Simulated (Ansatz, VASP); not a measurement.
## Te in VASP and in Ansatz

```xyz
4
Lattice="3.4421 0.0000 0.0000 -1.7210 2.9809 0.0000 0.0000 0.0000 11.2418" Properties=species:S:1:pos:R:3 pbc="T T T"
Te    0.0000    0.0000    0.0000
Te    0.0000    0.0000    5.6209
Te    0.0000    1.9873    2.8104
Te    1.7210    0.9936    8.4313
```

Alike in both runs: task relaxation of cell and atoms; functional PBEsol; k mesh 11 × 11 × 3; occupations fermi-dirac, width 0.1 eV; no spin polarisation.

```csv
,VASP,Ansatz
version,VASP 6.6.1,Ansatz 0.2.0
potentials or method,"VASP PAW PBE potentials, release 64 (Te), cutoff 600 eV","plane waves (420 eV) with PAW, scalar-relativistic"
valence electrons in the cell,24,64
```

VASP gave:

```
relaxed volume (Å³/atom)                                        : 29.98
relaxed length of the cell vector where the two differ most in proportion (Å) : 8.574
```

Problem. Estimate Ansatz's values.

Solution. Relaxed volume (Å³/atom): 29.99; relaxed length of the cell vector where the two differ most in proportion (Å): 8.569.

VASP's potentials were made for PBE, not for PBEsol, and Ansatz warns of the same on its side. VASP's potentials hold 24 valence electrons a cell and Ansatz's 64, so a difference there can come from the potentials and not from the codes.

Spin-orbit coupling is off throughout.
